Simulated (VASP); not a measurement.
# Sr4TmSi (P-6m2) in VASP: single point with PBE

Aim: the single point of Sr4TmSi with PBE.

Everything below comes from runs of VASP 6.6.1. Logs are shortened: lines on timing, memory, paths and dates and some standing lists are left out, and cuts for length are marked.

**1. The cell of the first run**

The structure is hexagonal, space group P-6m2 (No. 187). The conventional cell has a = 7.476 Å, b = 7.476 Å, c = 5.088 Å, α = 90.00°, β = 90.00°, γ = 120.00°. Sr (site symmetry -6m2) has 6 Sr at 3.48 Å and 3 Tm at 4.32 Å and 3 Si at 4.32 Å within 4.6 Å. Sr (site symmetry mm2) has 2 Si at 3.20 Å and 6 Sr at 3.36 to 4.11 Å within 4.2 Å. Tm (site symmetry -6m2) has 15 Sr at 4.32 to 4.53 Å and 3 Si at 4.32 Å and 2 Tm at 5.09 Å within 5.7 Å. Si (site symmetry -6m2) has 9 Sr at 3.20 to 4.32 Å and 3 Tm at 4.32 Å within 4.4 Å.

The cell was built from a structure type or drawn by symmetry, and may not be a known phase.

**2. Single point, PBE**

The input, INCAR:

```
PREC = Accurate ; ENCUT = 500
EDIFF = 1E-6 ; ISMEAR = 0
SIGMA = 0.2 ; LREAL = False
LASPH = True ; NELM = 200
ALGO = Normal ; ISIF = 2
LWAVE = False ; LCHARG = False
GGA = PE ; NBANDS = 36
GGA_COMPAT = False ; LMAXMIX = 6
```

The input, KPOINTS:

```
Automatic mesh
0
Gamma
  3 3 4
```

The input, POSCAR:

```
Sr4TmSi
1.0
    7.4759695097      0.0000000035      0.0000000000
   -3.7379847579      6.4743795116      0.0000000000
    0.0000000000      0.0000000000      5.0883981236
Sr Tm Si
4 1 1
Direct
    0.3333333333      0.6666666667      0.0000000000
    0.7002741400      0.8501370700      0.5000000000
    0.1498629300      0.8501370700      0.5000000000
    0.1498629300      0.2997258600      0.5000000000
    0.6666666667      0.3333333333      0.0000000000
    0.0000000000      0.0000000000      0.0000000000
```

Potentials or basis: VASP PAW PBE potentials, release 64 (Sr_sv, Tm_3, Si), 4f in core.

On the command line:

```
$ cat potpaw_PBE.64/Sr_sv/POTCAR potpaw_PBE.64/Tm_3/POTCAR potpaw_PBE.64/Si/POTCAR > POTCAR
$ mpirun -np 1 vasp_std > vasp.out
```

OUTCAR:

```text
PREC = Accurate
   ENCUT = 500
   EDIFF = 1E-6
   ISMEAR = 0
   LREAL = False
   LASPH = True
   NELM = 200
   ISIF = 2
   GGA = PE

 ion  position               nearest neighbor table
   1  0.333  0.667  0.000-   3 3.48   3 3.48   2 3.48   2 3.48   4 3.48   4 3.48   5 4.32   5 4.32
                             5 4.32
   2  0.700  0.850  0.500-   6 3.20   6 3.20   3 3.36   4 3.36   1 3.48   1 3.48   3 4.11   4 4.11

   3  0.150  0.850  0.500-   6 3.20   6 3.20   2 3.36   4 3.36   1 3.48   1 3.48   2 4.11   4 4.11

   4  0.150  0.300  0.500-   6 3.20   6 3.20   2 3.36   3 3.36   1 3.48   1 3.48   2 4.11   3 4.11

   5  0.667  0.333  0.000-   1 4.32   1 4.32   1 4.32
   6  0.000  0.000  0.000-   2 3.20   2 3.20   3 3.20   3 3.20   4 3.20   4 3.20

  LATTYP: Found a hexagonal cell.
 ALAT       =     7.4759695097
 C/A-ratio  =     0.6806338786

  Lattice vectors:

 A1 = (   7.4759695097,   0.0000000035,   0.0000000000)
 A2 = (  -3.7379847579,   6.4743795116,   0.0000000000)
 A3 = (   0.0000000000,   0.0000000000,   5.0883981236)

Analysis of symmetry for initial positions (statically):
=====================================================================
 Subroutine PRICEL returns:
 Original cell was already a primitive cell.

 Routine SETGRP: Setting up the symmetry group for a
 hexagonal supercell.

 Subroutine GETGRP returns: Found 12 space group operations
 (whereof 12 operations were pure point group operations)
 out of a pool of 24 trial point group operations.

The static configuration has the point symmetry D_3h.

Analysis of symmetry for dynamics (positions and initial velocities):
=====================================================================
 Subroutine PRICEL returns:
 Original cell was already a primitive cell.

 Routine SETGRP: Setting up the symmetry group for a
 hexagonal supercell.

 Subroutine GETGRP returns: Found 12 space group operations
 (whereof 12 operations were pure point group operations)
 out of a pool of 24 trial point group operations.

The dynamic configuration has the point symmetry D_3h.

 Subroutine INISYM returns: Found 12 space group operations
 (whereof 12 operations are pure point group operations),
 and found     1 'primitive' translations

----------------------------------------------------------------------------------------

                                     Primitive cell

  volume of cell :     246.2900

  direct lattice vectors                    reciprocal lattice vectors
     7.475969510  0.000000003  0.000000000     0.133761915  0.077227478  0.000000000
    -3.737984758  6.474379512  0.000000000    -0.000000000  0.154454956  0.000000000
     0.000000000  0.000000000  5.088398124     0.000000000  0.000000000  0.196525503

  length of vectors
     7.475969510  7.475969510  5.088398124     0.154454956  0.154454956  0.196525503

  position of ions in fractional coordinates (direct lattice)
     0.333333333  0.666666667  0.000000000
     0.700274140  0.850137070  0.500000000
     0.149862930  0.850137070  0.500000000
     0.149862930  0.299725860  0.500000000
     0.666666667  0.333333333  0.000000000
     0.000000000  0.000000000  0.000000000

  ion indices of the primitive-cell ions
   primitive index   ion index
                 1           1
                 2           2
                 3           3
                 4           4
                 5           5
                 6           6

----------------------------------------------------------------------------------------

 KPOINTS: Automatic mesh

Automatic generation of k-mesh.
 Grid dimensions read from file:
 generate k-points for:    3    3    4

 Generating k-lattice:

  Cartesian coordinates                     Fractional coordinates (reciprocal lattice)
     0.044587305  0.025742493  0.000000000     0.333333333  0.000000000  0.000000000
    -0.000000000  0.051484985  0.000000000     0.000000000  0.333333333  0.000000000
     0.000000000  0.000000000  0.049131376     0.000000000  0.000000000  0.250000000

  Length of vectors
     0.051484985  0.051484985  0.049131376

  Shift w.r.t. Gamma in fractional coordinates (k-lattice)
     0.000000000  0.000000000  0.000000000

 Subroutine IBZKPT returns following result:
 ===========================================

 Found      9 irreducible k-points:

 Following reciprocal coordinates:
            Coordinates               Weight
  0.000000  0.000000  0.000000      1.000000
  0.333333  0.000000  0.000000      6.000000
  0.333333  0.333333  0.000000      2.000000
  0.000000  0.000000  0.250000      2.000000
  0.333333  0.000000  0.250000     12.000000
  0.333333  0.333333  0.250000      4.000000
  0.000000  0.000000  0.500000      1.000000
  0.333333  0.000000  0.500000      6.000000
  0.333333  0.333333  0.500000      2.000000
   k-points           NKPTS =      9   k-points in BZ     NKDIM =      9   number of bands    NBANDS=     36
   number of dos      NEDOS =    301   number of ions     NIONS =      6
   total plane-waves  NPLWV = 125440
   dimension x,y,z NGX =    56 NGY =   56 NGZ =   40
   dimension x,y,z NGXF=   112 NGYF=  112 NGZF=   80
   ions per type =               4   1   1
   NGX,Y,Z   is equivalent  to a cutoff of  12.45, 12.45, 13.07 a.u.
   NGXF,Y,Z  is equivalent  to a cutoff of  24.91, 24.91, 26.14 a.u.
 SYSTEM =  unknown system
   PREC   = accura    normal or accurate (medium, high low for compatibility)
   ISTART =      0    job   : 0-new  1-cont  2-samecut
   ICHARG =      2    charge: 1-file 2-atom 10-const
   ISPIN  =      1    spin polarized calculation?
   LNONCOLLINEAR =      F non collinear calculations
   LSORBIT =      F    spin-orbit coupling
   LASPH  =      T    aspherical Exc in radial PAW
   ENCUT  =  500.0 eV  36.75 Ry    6.06 a.u.  13.63 13.63  9.28*2*pi/ulx,y,z
   NELM   =    200;   NELMIN=  2; NELMDL= -5     # of ELM steps
   EDIFF  = 0.1E-05   stopping-criterion for ELM
   LREAL  =      F    real-space projection
   EDIFFG = 0.1E-04   stopping-criterion for IOM
   NSW    =      0    number of steps for IOM
   IBRION =     -1    ionic relax: 0-MD 1-quasi-New 2-CG
   NFREE  =      0    steps in history (QN), initial steepest desc. (CG)
   ISIF   =      2    stress and relaxation
   ISYM   =      2    0-nonsym 1-usesym 2-fastsym
   POTIM  = 0.5000    time-step for ionic-motion
   TEBEG  =    0.0;   TEEND  =   0.0 temperature during run
   PSTRESS=    0.0 pullay stress
   NELECT =      53.0000    total number of electrons
   NUPDOWN=      -1.0000    fix difference up-down
   EMIN   =  10.00;   EMAX   =-10.00  energy-range for DOS
   EFERMI =   0.00;   METHOD = LEGACY
   ISMEAR =     0;   SIGMA  =   0.20  broadening in eV -4-tet -1-fermi 0-gaus
   EFERMI_NEDOS =   21; number of points for ismear=-14 and -15
   IALGO  =     38    algorithm
   IMIX   =      4    mixing-type and parameters
     AMIX     =   0.40;   BMIX     =  1.00
     AMIX_MAG =   1.60;   BMIX_MAG =  1.00
  volume/ion in A,a.u.               =      41.05       277.01
  Fermi-wavevector in a.u.,A,eV,Ry     =   0.981035  1.853887 13.094653  0.962430
  Thomas-Fermi vector in A             =   2.112011
   LORBIT       =      0    0 simple, 1 ext, 2 COOP (PROOUT), +10 PAW based schemes
   GGA     = PE    functional components
   LHFCALC =     F    Hartree Fock is set to
   AEXX    =    0.0000 exact exchange contribution
   IVDW    =     0    specifies the selected vdW correction
   LEPSILON=     F    determine dielectric tensor
   LRPA    =     F    only Hartree local field effects (RPA)
 non-spin polarized calculation
 Gauss-broadening in eV      SIGMA  =   0.20
  energy-cutoff  :      500.00
  volume of cell :      246.29
 maximum number of plane-waves:      6271
 NGX is ok and might be reduce to    54
   NGX = 27   NGY = 27   NGZ = 19

 number of electron      53.0000000 magnetization

 Free energy of the ion-electron system (eV)
  ---------------------------------------------------
  ext. energy  EPLUGINS =         0.00000000
  ---------------------------------------------------
  free energy    TOTEN  =       -13.73446959 eV

  energy without entropy =      -13.53689690  energy(sigma->0) =      -13.63568324

 E-fermi :   2.1826     XC(G=0):  -8.1328

 val. band max:        2.1789813535   @ k =   0.3333   0.0000   0.0000
 cond. band min:       2.1866726309   @ k =   0.3333   0.0000   0.5000
 fundamental gap:      0.0076912774
 Fermi energy:         2.1825650688

 k-point     1 :       0.0000    0.0000    0.0000
  band No.  band energies     occupation
      1     -34.2234      2.00000
      2     -33.7501      2.00000
      3     -33.6813      2.00000
      4     -33.6813      2.00000
      5     -25.2285      2.00000
      6     -25.2038      2.00000
[... 28 lines left out ...]
     35       4.2221      0.00000
     36       4.2251      0.00000

 k-point     2 :       0.3333    0.0000    0.0000
  band No.  band energies     occupation
      1     -34.2229      2.00000
      2     -33.7500      2.00000
      3     -33.6819      2.00000
      4     -33.6813      2.00000
      5     -25.2284      2.00000
      6     -25.2038      2.00000
[... 28 lines left out ...]
     35       4.0696      0.00000
     36       4.1167      0.00000

 k-point     3 :       0.3333    0.3333    0.0000
  band No.  band energies     occupation
      1     -34.2227      2.00000
      2     -33.7499      2.00000
      3     -33.6822      2.00000
      4     -33.6813      2.00000
      5     -25.2285      2.00000
      6     -25.2038      2.00000
[... 28 lines left out ...]
     35       3.8942      0.00000
     36       4.5190      0.00000
[... 157 lines left out ...]
 k-point     8 :       0.3333    0.0000    0.5000
  band No.  band energies     occupation
      1     -34.2174      2.00000
      2     -33.7516      2.00000
      3     -33.6850      2.00000
      4     -33.6808      2.00000
      5     -25.2311      2.00000
      6     -25.2036      2.00000
[... 28 lines left out ...]
     35       4.1148      0.00000
     36       4.3834      0.00000

 k-point     9 :       0.3333    0.3333    0.5000
  band No.  band energies     occupation
      1     -34.2174      2.00000
      2     -33.7494      2.00000
      3     -33.6873      2.00000
      4     -33.6808      2.00000
      5     -25.2311      2.00000
      6     -25.2036      2.00000
[... 28 lines left out ...]
     35       4.1142      0.00000
     36       4.4791      0.00000

------------------------ aborting loop because EDIFF is reached ----------------------------------------

  FORCE on cell =-STRESS in cart. coord.  units (eV):
  Direction    XX          YY          ZZ          XY          YZ          ZX
  --------------------------------------------------------------------------------------
  -------------------------------------------------------------------------------------
  Total        1.0988026      1.0988026     -0.1788021     -0.0000000      0.0000000      0.0000000
  in kB        7.1479831      7.1479831     -1.1631520     -0.0000000      0.0000000      0.0000000
  external PRESSURE =       4.3776047 kB  Pullay stress =       0.0000000 kB

 VOLUME and BASIS-vectors are now :
 -----------------------------------------------------------------------------
  energy-cutoff  :      500.00
  volume of cell :      246.29
      direct lattice vectors                 reciprocal lattice vectors
     7.475969510  0.000000003  0.000000000     0.133761915  0.077227478  0.000000000
    -3.737984758  6.474379512  0.000000000    -0.000000000  0.154454956  0.000000000
     0.000000000  0.000000000  5.088398124     0.000000000  0.000000000  0.196525503

 POSITION                                       TOTAL-FORCE (eV/Angst)
 -----------------------------------------------------------------------------------
     -0.00000      4.31625      0.00000        -0.000000     -0.000000     -0.000000
      2.05743      5.50411      2.54420        -0.013185     -0.007612     -0.000000
     -2.05743      5.50411      2.54420         0.013185     -0.007612     -0.000000
     -0.00000      1.94054      2.54420        -0.000000      0.015225      0.000000
      3.73798      2.15813      0.00000        -0.000000     -0.000000     -0.000000
      0.00000      0.00000      0.00000        -0.000000     -0.000000     -0.000000
 -----------------------------------------------------------------------------------
    total drift:                                0.000000     -0.000000     -0.000000

  FREE ENERGIE OF THE ION-ELECTRON SYSTEM (eV)
  ---------------------------------------------------
  free  energy   TOTEN  =       -13.7344695916 eV

  energy  without entropy=      -13.5368968952  energy(sigma->0) =      -13.63568324
```

Run time: 60 s. Hardware: 1 thread of AMD EPYC 9R45 (Zen 5), shared host; peak memory 0.35 GiB.

Results:

```yaml
Free_energy: -13.7345 eV
Pressure: 0.4 GPa
Largest_force: 0.015 eV/Å
Band_gap_on_the_k_mesh: zero (an odd number of electrons rules out a gap without spin polarisation)
```

Forces in eV/Å, atoms in the order of the input:
```
Sr   0.000  0.000  0.000
Sr  -0.013 -0.008  0.000
Sr   0.013 -0.008  0.000
Sr   0.000  0.015  0.000
Tm   0.000  0.000  0.000
Si   0.000  0.000  0.000
```

Stress tensor (GPa, compression positive):
```
 0.71  0.00  0.00
 0.00  0.71  0.00
 0.00  0.00 -0.12
```

Caveat: spin-orbit coupling is left out, which moves the levels of the heavy elements; the 4f electrons are frozen in the core, so they carry no moment and show no levels.
